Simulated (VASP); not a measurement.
# TeOs (Fd-3m) in VASP: notebook

Runs on TeOs. Level: PBE. Tasks: single point, relaxation of cell and atoms.

Everything below comes from runs of VASP 6.6.1. Logs are shortened: lines on timing, memory, paths and dates and some standing lists are left out, and cuts for length are marked.

## Step 1: The cell of the first run

Symmetry: Fd-3m, No. 227, cubic system. Conventional cell: a = 6.758 Å, b = 6.758 Å, c = 6.758 Å, α = 90.00°, β = 90.00°, γ = 90.00°. Te (site symmetry -43m) has 4 Te at 2.93 Å and 10 Os at 2.93 to 3.38 Å within 3.9 Å. Within 3.9 Å of Os (site symmetry -43m) lie 10 Te at 2.93 to 3.38 Å and 4 Os at 2.93 Å.

## Step 2: Single point, PBE

Contents of INCAR:

```
PREC = Accurate
ENCUT = 520
EDIFF = 1E-7
ISMEAR = 0
SIGMA = 0.1
LREAL = False
LASPH = True
NELM = 100
ALGO = Normal
ISIF = 2
LWAVE = False
LCHARG = False
GGA = PE
NBANDS = 22
```

Contents of KPOINTS:

```
Automatic mesh
0
Gamma
  4 4 4
```

Contents of POSCAR:

```
TeOs
1.0
    0.0000000000      3.3791210756      3.3791210756
    3.3791210756      0.0000000000      3.3791210756
    3.3791210756      3.3791210756      0.0000000000
Te Os
2 2
Direct
    0.5000000000      0.5000000000      0.5000000000
    0.7500000000      0.7500000000      0.7500000000
    0.0000000000      0.0000000000      0.0000000000
    0.2500000000      0.2500000000      0.2500000000
```

Potentials or basis: VASP PAW PBE potentials, release 64 (Te, Os).

Command:

```sh
$ cat potpaw_PBE.64/Te/POTCAR potpaw_PBE.64/Os/POTCAR > POTCAR
$ mpirun -np 1 vasp_std > vasp.out
```

OUTCAR:

```text
PREC = Accurate
   ENCUT = 520
   EDIFF = 1E-7
   ISMEAR = 0
   LREAL = False
   LASPH = True
   NELM = 100
   ISIF = 2
   GGA = PE

 ion  position               nearest neighbor table
   1  0.500  0.500  0.500-   4 2.93   4 2.93   4 2.93   2 2.93   4 2.93   2 2.93   2 2.93   2 2.93
                             3 3.38   3 3.38   3 3.38   3 3.38   3 3.38   3 3.38
   2  0.750  0.750  0.750-   1 2.93   1 2.93   1 2.93   1 2.93   3 2.93   3 2.93   3 2.93   3 2.93
                             4 3.38   4 3.38   4 3.38   4 3.38   4 3.38   4 3.38
   3  0.000  0.000  0.000-   2 2.93   2 2.93   2 2.93   2 2.93   4 2.93   4 2.93   4 2.93   4 2.93
                             1 3.38   1 3.38   1 3.38   1 3.38   1 3.38   1 3.38
   4  0.250  0.250  0.250-   3 2.93   3 2.93   3 2.93   1 2.93   3 2.93   1 2.93   1 2.93   1 2.93
                             2 3.38   2 3.38   2 3.38   2 3.38   2 3.38   2 3.38

  LATTYP: Found a face centered cubic cell.
 ALAT       =     6.7582421512

  Lattice vectors:

 A1 = (   0.0000000000,   3.3791210756,   3.3791210756)
 A2 = (   3.3791210756,   0.0000000000,   3.3791210756)
 A3 = (   3.3791210756,   3.3791210756,   0.0000000000)

Analysis of symmetry for initial positions (statically):
=====================================================================
 Subroutine PRICEL returns:
 Original cell was already a primitive cell.

 Routine SETGRP: Setting up the symmetry group for a
 face centered cubic supercell.

 Subroutine GETGRP returns: Found 48 space group operations
 (whereof 24 operations were pure point group operations)
 out of a pool of 48 trial point group operations.

The static configuration has the point symmetry T_d .
 The point group associated with its full space group is O_h .

Analysis of symmetry for dynamics (positions and initial velocities):
=====================================================================
 Subroutine PRICEL returns:
 Original cell was already a primitive cell.

 Routine SETGRP: Setting up the symmetry group for a
 face centered cubic supercell.

 Subroutine GETGRP returns: Found 48 space group operations
 (whereof 24 operations were pure point group operations)
 out of a pool of 48 trial point group operations.

The dynamic configuration has the point symmetry T_d .
 The point group associated with its full space group is O_h .

 Subroutine INISYM returns: Found 48 space group operations
 (whereof 24 operations are pure point group operations),
 and found     1 'primitive' translations

----------------------------------------------------------------------------------------

                                     Primitive cell

  volume of cell :      77.1687
[... 79 lines left out ...]
   NSW    =      0    number of steps for IOM
   IBRION =     -1    ionic relax: 0-MD 1-quasi-New 2-CG
   NFREE  =      0    steps in history (QN), initial steepest desc. (CG)
   ISIF   =      2    stress and relaxation
   ISYM   =      2    0-nonsym 1-usesym 2-fastsym
   POTIM  = 0.5000    time-step for ionic-motion
   TEBEG  =    0.0;   TEEND  =   0.0 temperature during run
   PSTRESS=    0.0 pullay stress
   NELECT =      28.0000    total number of electrons
   NUPDOWN=      -1.0000    fix difference up-down
   EMIN   =  10.00;   EMAX   =-10.00  energy-range for DOS
   EFERMI =   0.00;   METHOD = LEGACY
   ISMEAR =     0;   SIGMA  =   0.10  broadening in eV -4-tet -1-fermi 0-gaus
   EFERMI_NEDOS =   21; number of points for ismear=-14 and -15
   IALGO  =     38    algorithm
   IMIX   =      4    mixing-type and parameters
     AMIX     =   0.40;   BMIX     =  1.00
     AMIX_MAG =   1.60;   BMIX_MAG =  1.00
  volume/ion in A,a.u.               =      19.29       130.19
  Fermi-wavevector in a.u.,A,eV,Ry     =   1.167653  2.206544 18.550364  1.363413
  Thomas-Fermi vector in A             =   2.304150
   LORBIT       =      0    0 simple, 1 ext, 2 COOP (PROOUT), +10 PAW based schemes
   GGA     = PE    functional components
   LHFCALC =     F    Hartree Fock is set to
   AEXX    =    0.0000 exact exchange contribution
   IVDW    =     0    specifies the selected vdW correction
   LEPSILON=     F    determine dielectric tensor
   LRPA    =     F    only Hartree local field effects (RPA)
 non-spin polarized calculation
 Gauss-broadening in eV      SIGMA  =   0.10
  energy-cutoff  :      520.00
  volume of cell :       77.17
 maximum number of plane-waves:      2120
   NGX = 17   NGY = 17   NGZ = 17

 number of electron      28.0000001 magnetization

 Free energy of the ion-electron system (eV)
  ---------------------------------------------------
  ext. energy  EPLUGINS =         0.00000000
  ---------------------------------------------------
  free energy    TOTEN  =       -23.05840644 eV

  energy without entropy =      -23.00551526  energy(sigma->0) =      -23.03196085

 E-fermi :  10.0290     XC(G=0): -12.0499

 val. band max:       10.0199439702   @ k =  -0.2500   0.2500   0.0000
 cond. band min:      10.0309223967   @ k =  -0.2500   0.2500   0.0000
 fundamental gap:      0.0109784264
 Fermi energy:        10.0289841416

 k-point     1 :       0.0000    0.0000    0.0000
  band No.  band energies     occupation
      1      -5.4877      2.00000
      2       0.9356      2.00000
      3       4.3335      2.00000
      4       4.3335      2.00000
      5       4.3335      2.00000
      6       5.6324      2.00000
[... 189 lines left out ...]
     21      15.9837      0.00000
     22      15.9837      0.00000

------------------------ aborting loop because EDIFF is reached ----------------------------------------

  FORCE on cell =-STRESS in cart. coord.  units (eV):
  Direction    XX          YY          ZZ          XY          YZ          ZX
  --------------------------------------------------------------------------------------
  -------------------------------------------------------------------------------------
  Total       -0.0555237     -0.0555237     -0.0555237      0.0000000     -0.0000000      0.0000000
  in kB       -1.1527827     -1.1527827     -1.1527827      0.0000000     -0.0000000      0.0000000
  external PRESSURE =      -1.1527827 kB  Pullay stress =       0.0000000 kB

 VOLUME and BASIS-vectors are now :
 -----------------------------------------------------------------------------
  energy-cutoff  :      520.00
  volume of cell :       77.17
      direct lattice vectors                 reciprocal lattice vectors
     0.000000000  3.379121076  3.379121076    -0.147967471  0.147967471  0.147967471
     3.379121076  0.000000000  3.379121076     0.147967471 -0.147967471  0.147967471
     3.379121076  3.379121076  0.000000000     0.147967471  0.147967471 -0.147967471

 POSITION                                       TOTAL-FORCE (eV/Angst)
 -----------------------------------------------------------------------------------
      3.37912      3.37912      3.37912         0.000000      0.000000      0.000000
      5.06868      5.06868      5.06868        -0.000000     -0.000000     -0.000000
      0.00000      0.00000      0.00000        -0.000000     -0.000000     -0.000000
      1.68956      1.68956      1.68956         0.000000      0.000000      0.000000
 -----------------------------------------------------------------------------------
    total drift:                               -0.000000      0.000000     -0.000000

  FREE ENERGIE OF THE ION-ELECTRON SYSTEM (eV)
  ---------------------------------------------------
  free  energy   TOTEN  =       -23.0584064387 eV

  energy  without entropy=      -23.0055152602  energy(sigma->0) =      -23.03196085
```

OSZICAR:

```text
N       E                     dE             d eps       ncg     rms          rms(c)
DAV:   1     0.149866666380E+03    0.14987E+03   -0.11910E+04   360   0.112E+03
DAV:   2    -0.111035863603E+02   -0.16097E+03   -0.14968E+03   400   0.298E+02
DAV:   3    -0.234444897227E+02   -0.12341E+02   -0.11523E+02   452   0.672E+01
DAV:   4    -0.237530714538E+02   -0.30858E+00   -0.30690E+00   384   0.131E+01
DAV:   5    -0.237600965652E+02   -0.70251E-02   -0.70238E-02   440   0.183E+00    0.238E+01
DAV:   6    -0.233063262161E+02    0.45377E+00   -0.18688E+00   494   0.745E+00    0.127E+01
DAV:   7    -0.232310028423E+02    0.75323E-01   -0.14217E+00   442   0.662E+00    0.783E+00
DAV:   8    -0.230637880185E+02    0.16721E+00   -0.71003E-01   456   0.533E+00    0.278E+00
DAV:   9    -0.230666872020E+02   -0.28992E-02   -0.27677E-02   364   0.912E-01    0.444E+00
DAV:  10    -0.230597537441E+02    0.69335E-02   -0.10559E-02   374   0.595E-01    0.975E-01
DAV:  11    -0.230585258840E+02    0.12279E-02   -0.27934E-03   486   0.326E-01    0.198E-01
DAV:  12    -0.230584602894E+02    0.65595E-04   -0.73409E-05   358   0.528E-02    0.105E-01
DAV:  13    -0.230584145021E+02    0.45787E-04   -0.59022E-05   468   0.526E-02    0.472E-02
DAV:  14    -0.230584063559E+02    0.81462E-05   -0.28584E-05   456   0.362E-02    0.406E-03
DAV:  15    -0.230584064387E+02   -0.82856E-07   -0.39036E-07   368   0.398E-03
   1 F= -.23058406E+02 E0= -.23031961E+02  d E =-.528912E-01
```

Run time: 16 s. Hardware: 1 thread of AMD EPYC 7R13 (Zen 3), shared host; peak memory 0.18 GiB.

Results:

- Free energy: -23.0584 eV
- Pressure: -0.1 GPa
- Band gap on the k mesh: zero (bands 14 and 15 overlap by 0.51 eV)

Caveat: the k points lie up to 0.40 Å⁻¹ apart, too coarse for converged energies and pressures of a metal; spin-orbit coupling is left out, which moves the levels of the heavy elements.

## Step 3: Relaxation of cell and atoms, PBE

This run uses another cell than the first one, of 24.84 Å³/atom.

Contents of INCAR:

```
SYSTEM = TeOs
ALGO = Normal
EDIFF = 1E-6
EDIFFG = -0.04
ENCUT = 600
GGA = PE
IBRION = 2
ISIF = 3
ISMEAR = 0
LASPH = .TRUE.
LCHARG = .FALSE.
LREAL = .FALSE.
LWAVE = .FALSE.
NELM = 80
NSW = 90
PREC = Accurate
SIGMA = 0.1
```

Contents of KPOINTS:

```
k-points
0
G
  4 4 4
  0 0 0
```

Contents of POSCAR:

```
TeOs
1.0
    0.0000000000      3.6759485008      3.6759485008
    3.6759485008      0.0000000000      3.6759485008
    3.6759485008      3.6759485008      0.0000000000
Te Os
2 2
Direct
    0.5000000000      0.5000000000      0.5000000000
    0.7500000000      0.7500000000      0.7500000000
    0.0000000000      0.0000000000      0.0000000000
    0.2500000000      0.2500000000      0.2500000000
```

Potentials or basis: VASP PAW PBE potentials, release 64 (Te, Os).

Command:

```sh
$ cat potpaw_PBE.64/Te/POTCAR potpaw_PBE.64/Os/POTCAR > POTCAR
$ mpirun -np 1 vasp_std > vasp.out
```

Wall time 82 s (1 thread of AMD EPYC 7R13 (Zen 3), shared host); peak memory 0.24 GiB.

Results (log left out):

```yaml
Free_energy: -23.0602 eV
Relaxed_volume: 19.26 Å³/atom
Relaxed_cell: a = 4.776 Å, b = 4.776 Å, c = 4.776 Å, α = 60.00°, β = 60.00°, γ = 60.00°
Space_group_after_relaxing_to_0.1_Å: Fd-3m (No. 227)
Energy_gained_by_relaxing: 452.7 meV/atom
Ionic_steps: 5
Pressure_after_relaxing: 0.2 GPa
Band_gap_on_the_k_mesh: zero (bands 14 and 15 overlap by 0.51 eV)
```

Step by step:
```tsv
step	energy change (eV)	largest force (eV/Å)	pressure (GPa)	volume (Å³)
1	0.0000	0.0000	-20.23	99.34
2	0.7844	0.0000	64.09	60.73
3	-1.8054	0.0000	-1.79	78.10
4	-1.8103	0.0000	-0.61	77.45
5	-1.8108	0.0000	0.17	77.05
```

Final structure:
```
Te Os
1.0
     0.00000    3.37737    3.37737
     3.37737    0.00000    3.37737
     3.37737    3.37737    0.00000
Te Os
2 2
Direct
  0.50000 0.50000 0.50000
  0.75000 0.75000 0.75000
  0.00000 0.00000 0.00000
  0.25000 0.25000 0.25000
```

Levels at points of the mesh, in eV from the Fermi level:
```csv
k point,band 12,band 13,band 14,band 15,band 16,band 17
"(0.00, 0.00, 0.00)",-0.89,-0.89,-0.89,0.20,0.20,2.84
"(0.50, 0.00, 0.00)",-0.93,-0.50,0.50,0.50,0.67,0.67
"(0.50, 0.50, 0.00)",-1.69,-1.47,-1.47,0.38,0.38,3.29
```

Caveat: the k points lie up to 0.40 Å⁻¹ apart in the final cell, too coarse for converged energies and pressures of a metal; the volume moved by over 15 % at a fixed basis, so the end points are rough; spin-orbit coupling is left out, which moves the levels of the heavy elements.
